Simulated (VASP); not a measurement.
Input of a VASP 6.6.1 run:

INCAR

```
SYSTEM = Zr8N9
ALGO = Normal ; EDIFF = 1E-6
ENCUT = 520 ; GGA = PE
ISIF = 2 ; ISMEAR = 0
LASPH = .True. ; LCHARG = .False.
LREAL = Auto ; LWAVE = .False.
NBANDS = 84 ; NELM = 60
PREC = Accurate ; SIGMA = 0.1
```

The input KPOINTS:

```
k-points
0
Gamma
  4 4 4
  0 0 0
```

POSCAR

```
Zr8N9
1.0
    4.5945978679      0.0000000000     -4.5945978679
    0.0000000000      4.5945978679     -4.5945978679
    4.5945978679      4.5945978679      0.0000000000
Zr N
8 9
Direct
    0.2486739048      0.2488872167      0.7504821486
    0.2487424496      0.2488881567      0.2537311436
    0.2487321157      0.7522092151      0.7504714708
    0.2512711295      0.7491203394      0.2508047893
    0.7520591191      0.2489093306      0.7504807163
    0.7489400190      0.2514775323      0.2507711956
    0.7489123657      0.7491063707      0.7532054931
    0.7489265661      0.7491150275      0.2508285551
    0.0152331859      0.4527060543      0.5169522029
   -0.0043352090      0.5010116851      0.0026499101
    0.0152123434      1.0153962116      0.5169808775
    0.0151935794      1.0153493766     -0.0456274175
    0.5008360388      0.5009918967      0.4974448793
    0.5008001656      0.5010016501      0.0026575522
    0.4525299463      1.0154039646      0.5169706107
    0.5008285646      0.9958440876      0.0026351826
    0.8745020899      0.8746912050      0.3764324047
```

Potentials or basis: VASP PAW PBE potentials, release 64 (Zr_sv, N).

Launch:

```sh
$ cat potpaw_PBE.64/Zr_sv/POTCAR potpaw_PBE.64/N/POTCAR > POTCAR
$ mpirun -np 1 vasp_std > vasp.out
```

(1) What does it give for the band gap on the k mesh?

(2) Predict the pressure.

## Answers

(1) zero (an odd number of electrons rules out a gap without spin polarisation).

(2) 15.8 GPa.

Caveat: the cell differs from its parent crystal (with an interstitial atom, then relaxed in part).
